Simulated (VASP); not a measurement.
# Pt in VASP: a series of runs

Runs on Pt. Level: PBE. Tasks: single point.

All numbers are computed with VASP 6.6.1; they aren't measurements. Logs are shortened: lines on timing, memory, paths and dates and some standing lists are left out, and cuts for length are marked.

## (1) The cell of the first run

The cell holds a wire with vacuum, 1 atom: a = 9.000 Å, b = 9.300 Å, c = 2.527 Å, α = 90.00°, β = 90.00°, γ = 90.00°.

## (2) Single point, PBE, collinear spin, ferromagnetic start

INCAR

```
PREC = Accurate
ENCUT = 520
EDIFF = 1E-6
ISMEAR = 0
SIGMA = 0.05
LREAL = False
LASPH = True
NELM = 150
ALGO = Normal
ISIF = 2
LWAVE = False
LCHARG = True
ISPIN = 2
MAGMOM = 1.5
LORBIT = 11
LMAXMIX = 4
GGA = PE
LELF = True
LVHAR = True
NBANDS = 15
```

KPOINTS

```
Automatic mesh
0
Gamma
  1 1 25
```

POSCAR

```
Pt
1.0
    9.0000000000      0.0000000000      0.0000000000
    0.0000000000      9.3000000000      0.0000000000
    0.0000000000      0.0000000000      2.5265650524
Pt
1
Direct
    0.5000000000      0.5000000000      0.0000000000
```

Potentials or basis: VASP PAW PBE potentials, release 64 (Pt).

On the command line:

```console
$ cat potpaw_PBE.64/Pt/POTCAR > POTCAR
$ mpirun -np 1 vasp_std > vasp.out
```

OUTCAR:

```text
PREC = Accurate
   ENCUT = 520
   EDIFF = 1E-6
   ISMEAR = 0
   LREAL = False
   LASPH = True
   NELM = 150
   ISIF = 2
   ISPIN = 2
   LORBIT = 11
   GGA = PE

 ion  position               nearest neighbor table
   1  0.500  0.500  0.000-

  LATTYP: Found a simple orthorhombic cell.
 ALAT       =     2.5265650524
 B/A-ratio  =     3.5621485350
 C/A-ratio  =     3.6808868195

  Lattice vectors:

 A1 = (   0.0000000000,   0.0000000000,   2.5265650524)
 A2 = (   9.0000000000,   0.0000000000,   0.0000000000)
 A3 = (   0.0000000000,   9.3000000000,   0.0000000000)

Analysis of symmetry for initial positions (statically):
=====================================================================
 Subroutine PRICEL returns:
 Original cell was already a primitive cell.

 Routine SETGRP: Setting up the symmetry group for a
 simple orthorhombic supercell.

 Subroutine GETGRP returns: Found  8 space group operations
 (whereof  8 operations were pure point group operations)
 out of a pool of  8 trial point group operations.

The static configuration has the point symmetry D_2h.

Analysis of symmetry for dynamics (positions and initial velocities):
=====================================================================
 Subroutine PRICEL returns:
 Original cell was already a primitive cell.

 Routine SETGRP: Setting up the symmetry group for a
 simple orthorhombic supercell.

 Subroutine GETGRP returns: Found  8 space group operations
 (whereof  8 operations were pure point group operations)
 out of a pool of  8 trial point group operations.

The dynamic configuration has the point symmetry D_2h.

Analysis of structural, dynamic, and magnetic symmetry:
=====================================================================
 Subroutine PRICEL returns:
 Original cell was already a primitive cell.

 Routine SETGRP: Setting up the symmetry group for a
 simple orthorhombic supercell.

 Subroutine GETGRP returns: Found  8 space group operations
 (whereof  8 operations were pure point group operations)
 out of a pool of  8 trial point group operations.

The overall configuration has the point symmetry D_2h.

 Subroutine INISYM returns: Found  8 space group operations
 (whereof  8 operations are pure point group operations),
 and found     1 'primitive' translations

----------------------------------------------------------------------------------------

                                     Primitive cell

  volume of cell :     211.4735

  direct lattice vectors                    reciprocal lattice vectors
     9.000000000  0.000000000  0.000000000     0.111111111  0.000000000  0.000000000
     0.000000000  9.300000000  0.000000000     0.000000000  0.107526882  0.000000000
     0.000000000  0.000000000  2.526565052     0.000000000  0.000000000  0.395794282

  length of vectors
     9.000000000  9.300000000  2.526565052     0.111111111  0.107526882  0.395794282

  position of ions in fractional coordinates (direct lattice)
     0.500000000  0.500000000  0.000000000

  ion indices of the primitive-cell ions
   primitive index   ion index
                 1           1

----------------------------------------------------------------------------------------

 KPOINTS: Automatic mesh

Automatic generation of k-mesh.
 Grid dimensions read from file:
 generate k-points for:    1    1   25

 Generating k-lattice:

  Cartesian coordinates                     Fractional coordinates (reciprocal lattice)
     0.111111111  0.000000000  0.000000000     1.000000000  0.000000000  0.000000000
     0.000000000  0.107526882  0.000000000     0.000000000  1.000000000  0.000000000
     0.000000000  0.000000000  0.015831771     0.000000000  0.000000000  0.040000000

  Length of vectors
     0.111111111  0.107526882  0.015831771

  Shift w.r.t. Gamma in fractional coordinates (k-lattice)
     0.000000000  0.000000000  0.000000000

 Subroutine IBZKPT returns following result:
 ===========================================

 Found     13 irreducible k-points:

 Following reciprocal coordinates:
            Coordinates               Weight
  0.000000  0.000000  0.000000      1.000000
  0.000000  0.000000  0.040000      2.000000
  0.000000  0.000000  0.080000      2.000000
  0.000000  0.000000  0.120000      2.000000
  0.000000  0.000000  0.160000      2.000000
  0.000000  0.000000  0.200000      2.000000
  0.000000  0.000000  0.240000      2.000000
  0.000000  0.000000  0.280000      2.000000
  0.000000  0.000000  0.320000      2.000000
  0.000000  0.000000  0.360000      2.000000
  0.000000  0.000000  0.400000      2.000000
  0.000000  0.000000  0.440000      2.000000
  0.000000  0.000000  0.480000      2.000000
   k-points           NKPTS =     13   k-points in BZ     NKDIM =     13   number of bands    NBANDS=     15
   number of dos      NEDOS =    301   number of ions     NIONS =      1
   total plane-waves  NPLWV =  98000
   dimension x,y,z NGX =    70 NGY =   70 NGZ =   20
   dimension x,y,z NGXF=   140 NGYF=  140 NGZF=   40
   ions per type =               1
   NGX,Y,Z   is equivalent  to a cutoff of  12.93, 12.51, 13.16 a.u.
   NGXF,Y,Z  is equivalent  to a cutoff of  25.86, 25.03, 26.32 a.u.
 SYSTEM =  unknown system
   PREC   = accura    normal or accurate (medium, high low for compatibility)
   ISTART =      0    job   : 0-new  1-cont  2-samecut
   ICHARG =      2    charge: 1-file 2-atom 10-const
   ISPIN  =      2    spin polarized calculation?
   LNONCOLLINEAR =      F non collinear calculations
   LSORBIT =      F    spin-orbit coupling
   LASPH  =      T    aspherical Exc in radial PAW
   ENCUT  =  520.0 eV  38.22 Ry    6.18 a.u.  16.73 17.29  4.70*2*pi/ulx,y,z
   NELM   =    150;   NELMIN=  2; NELMDL= -5     # of ELM steps
   EDIFF  = 0.1E-05   stopping-criterion for ELM
   LREAL  =      F    real-space projection
   EDIFFG = 0.1E-04   stopping-criterion for IOM
   NSW    =      0    number of steps for IOM
   IBRION =     -1    ionic relax: 0-MD 1-quasi-New 2-CG
   NFREE  =      0    steps in history (QN), initial steepest desc. (CG)
   ISIF   =      2    stress and relaxation
   ISYM   =      2    0-nonsym 1-usesym 2-fastsym
   POTIM  = 0.5000    time-step for ionic-motion
   TEBEG  =    0.0;   TEEND  =   0.0 temperature during run
   PSTRESS=    0.0 pullay stress
   NELECT =      10.0000    total number of electrons
   NUPDOWN=      -1.0000    fix difference up-down
   EMIN   =  10.00;   EMAX   =-10.00  energy-range for DOS
   EFERMI =   0.00;   METHOD = LEGACY
   ISMEAR =     0;   SIGMA  =   0.05  broadening in eV -4-tet -1-fermi 0-gaus
   EFERMI_NEDOS =   21; number of points for ismear=-14 and -15
   IALGO  =     38    algorithm
   IMIX   =      4    mixing-type and parameters
     AMIX     =   0.40;   BMIX     =  1.00
     AMIX_MAG =   1.60;   BMIX_MAG =  1.00
  volume/ion in A,a.u.               =     211.47      1427.09
  Fermi-wavevector in a.u.,A,eV,Ry     =   0.592002  1.118721  4.768377  0.350466
  Thomas-Fermi vector in A             =   1.640648
   LORBIT       =     11    0 simple, 1 ext, 2 COOP (PROOUT), +10 PAW based schemes
   GGA     = PE    functional components
   LHFCALC =     F    Hartree Fock is set to
   AEXX    =    0.0000 exact exchange contribution
   IVDW    =     0    specifies the selected vdW correction
   LEPSILON=     F    determine dielectric tensor
   LRPA    =     F    only Hartree local field effects (RPA)
 spin polarized calculation
 Gauss-broadening in eV      SIGMA  =   0.05
  energy-cutoff  :      520.00
  volume of cell :      211.47
 maximum number of plane-waves:      5723
 NGX is ok and might be reduce to    70

 number of electron      10.0000001 magnetization       0.0009933

 Free energy of the ion-electron system (eV)
  ---------------------------------------------------
  ext. energy  EPLUGINS =         0.00000000
  ---------------------------------------------------
  free energy    TOTEN  =        -3.27496739 eV

  energy without entropy =       -3.27204935  energy(sigma->0) =       -3.27350837

 E-fermi :  -5.0824     XC(G=0):  -2.3604

 val. band max:       -5.0875188673   @ k =   0.0000   0.0000   0.2800
 cond. band min:      -4.9531439435   @ k =   0.0000   0.0000   0.4400
 fundamental gap:      0.1343749238
 Fermi energy:        -5.0824427929

 spin component 1

 k-point     1 :       0.0000    0.0000    0.0000
  band No.  band energies     occupation
      1     -10.5514      1.00000
      2      -6.2575      1.00000
      3      -6.0825      1.00000
      4      -6.0820      1.00000
      5      -4.5137      0.00000
      6      -4.5137      0.00000
      7      -1.2492      0.00000
      8      -1.2348      0.00000
      9       0.7155      0.00000
     10       1.7810      0.00000
     11       2.8942      0.00000
     12       2.9857      0.00000
     13       3.1038      0.00000
     14       3.3642      0.00000
     15       5.0618      0.00000

 k-point     2 :       0.0000    0.0000    0.0400
  band No.  band energies     occupation
      1     -10.4658      1.00000
      2      -6.2340      1.00000
      3      -6.0713      1.00000
      4      -6.0708      1.00000
      5      -4.6179      0.00000
      6      -4.6179      0.00000
      7      -1.1558      0.00000
      8      -1.1409      0.00000
      9       0.7520      0.00000
     10       1.8174      0.00000
     11       2.9383      0.00000
     12       3.0290      0.00000
     13       3.1387      0.00000
     14       3.4009      0.00000
     15       5.1115      0.00000
[... 166 lines left out ...]
      2      -8.0023      1.00000
      3      -5.3420      1.00000
      4      -5.3419      1.00000
      5      -4.9531      0.00013
      6      -1.4985      0.00000
      7       3.5142      0.00000
      8       4.0148      0.00000
      9       4.0372      0.00000
     10       5.2042      0.00000
     11       6.1894      0.00000
     12       7.1736      0.00000
     13       7.2566      0.00000
     14       7.2914      0.00000
     15       7.7721      0.00000

 k-point    13 :       0.0000    0.0000    0.4800
  band No.  band energies     occupation
      1      -8.0786      1.00000
      2      -8.0785      1.00000
      3      -5.3160      1.00000
      4      -5.3159      1.00000
      5      -4.8645      0.00000
      6      -0.5972      0.00000
      7       2.5953      0.00000
      8       4.5153      0.00000
      9       4.5321      0.00000
     10       6.0688      0.00000
     11       6.8643      0.00000
     12       6.9350      0.00000
     13       7.0153      0.00000
     14       7.0831      0.00000
     15       7.9468      0.00000
 Fermi energy:        -5.0824427929

 spin component 2

 k-point     1 :       0.0000    0.0000    0.0000
  band No.  band energies     occupation
      1     -10.5510      1.00000
      2      -6.2567      1.00000
      3      -6.0820      1.00000
      4      -6.0815      1.00000
      5      -4.5135      0.00000
      6      -4.5135      0.00000
      7      -1.2487      0.00000
      8      -1.2342      0.00000
      9       0.7161      0.00000
     10       1.7812      0.00000
     11       2.8943      0.00000
     12       2.9866      0.00000
     13       3.1041      0.00000
     14       3.3664      0.00000
     15       5.0622      0.00000

 k-point     2 :       0.0000    0.0000    0.0400
  band No.  band energies     occupation
      1     -10.4655      1.00000
      2      -6.2332      1.00000
      3      -6.0708      1.00000
      4      -6.0703      1.00000
      5      -4.6177      0.00000
      6      -4.6177      0.00000
      7      -1.1553      0.00000
      8      -1.1404      0.00000
      9       0.7527      0.00000
     10       1.8177      0.00000
     11       2.9383      0.00000
     12       3.0299      0.00000
     13       3.1390      0.00000
     14       3.4030      0.00000
     15       5.1119      0.00000
[... 167 lines left out ...]
      3      -5.3415      1.00000
      4      -5.3414      1.00000
      5      -4.9524      0.00012
      6      -1.4980      0.00000
      7       3.5147      0.00000
      8       4.0154      0.00000
      9       4.0378      0.00000
     10       5.2048      0.00000
     11       6.1897      0.00000
     12       7.1739      0.00000
     13       7.2572      0.00000
     14       7.2917      0.00000
     15       7.7739      0.00000

 k-point    13 :       0.0000    0.0000    0.4800
  band No.  band energies     occupation
      1      -8.0783      1.00000
      2      -8.0783      1.00000
      3      -5.3155      1.00000
      4      -5.3154      1.00000
      5      -4.8638      0.00000
      6      -0.5967      0.00000
      7       2.5958      0.00000
      8       4.5159      0.00000
      9       4.5327      0.00000
     10       6.0694      0.00000
     11       6.8646      0.00000
     12       6.9354      0.00000
     13       7.0156      0.00000
     14       7.0838      0.00000
     15       8.0262      0.00000

------------------------ aborting loop because EDIFF is reached ----------------------------------------

  FORCE on cell =-STRESS in cart. coord.  units (eV):
  Direction    XX          YY          ZZ          XY          YZ          ZX
  --------------------------------------------------------------------------------------
  -------------------------------------------------------------------------------------
  Total       -0.0254958     -0.0213193     -5.0057320      0.0000000      0.0000000      0.0000000
  in kB       -0.1931628     -0.1615203    -37.9247070      0.0000000      0.0000000      0.0000000
  external PRESSURE =     -12.7597967 kB  Pullay stress =       0.0000000 kB

 VOLUME and BASIS-vectors are now :
 -----------------------------------------------------------------------------
  energy-cutoff  :      520.00
  volume of cell :      211.47
      direct lattice vectors                 reciprocal lattice vectors
     9.000000000  0.000000000  0.000000000     0.111111111  0.000000000  0.000000000
     0.000000000  9.300000000  0.000000000     0.000000000  0.107526882  0.000000000
     0.000000000  0.000000000  2.526565052     0.000000000  0.000000000  0.395794282

 POSITION                                       TOTAL-FORCE (eV/Angst)
 -----------------------------------------------------------------------------------
      4.50000      4.65000      0.00000         0.000000      0.000000      0.000000
 -----------------------------------------------------------------------------------
    total drift:                                0.000000      0.000000      0.000000

  FREE ENERGIE OF THE ION-ELECTRON SYSTEM (eV)
  ---------------------------------------------------
  free  energy   TOTEN  =        -3.2749673867 eV

  energy  without entropy=       -3.2720493516  energy(sigma->0) =       -3.27350837

 total charge

# of ion       s       p       d       tot
------------------------------------------
    1        0.687   0.168   8.001   8.857

 magnetization (x)

# of ion       s       p       d       tot
------------------------------------------
    1        0.000   0.000   0.000   0.001
```

Wall time 69 s (1 thread of AMD EPYC 9R45 (Zen 5), shared host); peak memory 0.36 GiB.

What came out:

- Free energy: -3.2750 eV
- Band gap on the k mesh: zero (filled and empty bands overlap)
- Net moment: 0.00 μB per cell
- Valence electrons inside the program's atomic spheres: Pt 8.86

Levels at points of the mesh, in eV from the Fermi level:
Spin up:
| k point | band 3 | band 4 | band 5 | band 6 | band 7 | band 8 |
| --- | --- | --- | --- | --- | --- | --- |
| (0.00, 0.00, 0.00) | -1.00 | -1.00 | 0.57 | 0.57 | 3.83 | 3.85 |
Spin down:
```tsv
k point	band 1	band 2	band 3	band 4	band 5	band 6	band 7	band 8	band 9	band 10
(0.00, 0.00, 0.00)	-5.47	-1.17	-1.00	-1.00	0.57	0.57	3.83	3.85	5.80	6.86
```

Caveat: spin-orbit coupling is left out, which moves the levels of the heavy elements.

## (3) Single point, PBE, collinear spin, ferromagnetic start

This run uses another cell than the first one: it holds 2 atoms, not 1.

INCAR

```
SYSTEM = Pt
PREC = Accurate
ENCUT = 520
EDIFF = 1E-6
ISMEAR = 0
SIGMA = 0.05
LREAL = .FALSE.
LASPH = .TRUE.
NELM = 150
ALGO = Normal
ISIF = 2
LWAVE = .FALSE.
LCHARG = .TRUE.
ISPIN = 2
MAGMOM = 1.5 1.5
LORBIT = 11
LMAXMIX = 4
GGA = PE
LELF = .TRUE.
LVHAR = .TRUE.
NBANDS = 21
```

KPOINTS

```
regular mesh
0
G
  1 1 13
  0 0 0
```

POSCAR

```
Pt
1.0
    9.0000000000      0.0000000000      0.0000000000
    0.0000000000      9.3000000000      0.0000000000
    0.0000000000      0.0000000000      4.6989506903
Pt
2
Direct
    0.5000000000      0.5000000000     -0.0174901861
    0.5000000000      0.5000000000      0.4824901861
```

Potentials or basis: VASP PAW PBE potentials, release 64 (Pt).

On the command line:

```console
$ cat potpaw_PBE.64/Pt/POTCAR > POTCAR
$ mpirun -np 1 vasp_std > vasp.out
```

Wall time 96 s (1 thread of AMD EPYC 9R45 (Zen 5), shared host); peak memory 0.54 GiB.

It converged, with:

```yaml
Free_energy: -6.9782 eV
Band_gap_on_the_k_mesh: zero (filled and empty bands overlap)
Net_moment: 0.00 μB per cell
Valence_electrons_inside_the_program's_atomic_spheres: Pt 9.08
```

Forces in eV/Å, atoms in the order of the input:
```
Pt   0.000  0.000 -0.003
Pt   0.000  0.000  0.003
```

Levels at points of the mesh, in eV from the Fermi level:
Spin up:
| k point | band 8 | band 9 | band 10 | band 11 | band 12 | band 13 | band 14 | band 15 |
| --- | --- | --- | --- | --- | --- | --- | --- | --- |
| (0.00, 0.00, 0.00) | -0.37 | 0.37 | 0.96 | 0.96 | 3.48 | 3.49 | 5.19 | 5.61 |
Spin down:
```csv
k point,band 7,band 8,band 9,band 10,band 11,band 12,band 13,band 14,band 15,band 16
"(0.00, 0.00, 0.00)",-0.37,-0.37,0.37,0.96,0.96,3.48,3.49,5.19,5.62,6.68
```

Caveat: spin-orbit coupling is left out, which moves the levels of the heavy elements.

## (4) Single point, PBE, collinear spin, ferromagnetic start

This run uses another cell than the first one: it holds 2 atoms, not 1.

INCAR

```
PREC = Accurate ; ENCUT = 520
EDIFF = 1E-6 ; ISMEAR = 0
SIGMA = 0.05 ; LREAL = F
LASPH = T ; NELM = 150
ALGO = Normal ; ISIF = 2
LWAVE = F ; LCHARG = F
ISPIN = 2 ; MAGMOM = 1.5 1.5
LORBIT = 11 ; LMAXMIX = 4
GGA = PE ; NBANDS = 21
```

KPOINTS

```
regular mesh
0
Gamma
  1 1 13
```

POSCAR

```
Pt
1.0
    9.0000000000      0.0000000000      0.0000000000
    0.0000000000      9.3000000000      0.0000000000
    0.0000000000      0.0000000000      5.0531301048
Pt
2
Direct
    0.5000000000      0.5000000000      0.0000000000
    0.5000000000      0.5000000000      0.4650000000
```

On the command line:

```console
$ cat potpaw_PBE.64/Pt/POTCAR > POTCAR
$ mpirun -np 1 vasp_std > vasp.out
```

It took 1.8 min on 1 thread of AMD EPYC 9R45 (Zen 5), shared host; peak memory 0.57 GiB.

It converged, with:

```
Free energy                                           : -6.3953 eV
Largest force                                         : 2.019 eV/Å
Band gap on the k mesh                                : zero (filled and empty bands overlap)
Net moment                                            : 0.00 μB per cell
Valence electrons inside the program's atomic spheres : Pt 8.90
```

Forces in eV/Å, atoms in the order of the input:
```
Pt   0.000  0.000 -2.019
Pt   0.000  0.000  2.019
```

Levels at points of the mesh, in eV from the Fermi level:
Spin up:
| k point | band 9 | band 10 | band 11 | band 12 | band 13 | band 14 |
| --- | --- | --- | --- | --- | --- | --- |
| (0.00, 0.00, 0.00) | 0.22 | 0.58 | 0.58 | 3.79 | 3.80 | 4.65 |
Spin down:
```
           k point  band 9  band 10  band 11  band 12  band 13  band 14
(0.00, 0.00, 0.00)    0.22     0.58     0.58     3.79     3.80     4.65
```

Caveat: spin-orbit coupling is left out, which moves the levels of the heavy elements.

## (5) Summary

```tsv
cell	k mesh	gap on the mesh (eV)	moment (μB)
a = 9.000, b = 9.300, c = 2.527 Å, 1 atom	1 × 1 × 25	none	0.00
a = 9.000, b = 9.300, c = 4.699 Å, 2 atoms	1 × 1 × 13	none	0.00
a = 9.000, b = 9.300, c = 5.053 Å, 2 atoms	1 × 1 × 13	none	0.00
```

Alike in all rows: task single point; level PBE; potentials or basis VASP PAW PBE potentials, release 64 (Pt); spin collinear, ferromagnetic start; cutoff (eV) 520; smearing gaussian 0.05 eV.

Caveats: spin-orbit coupling is left out, which moves the levels of the heavy elements.

Absolute energies hang on the potentials; compare differences alone.
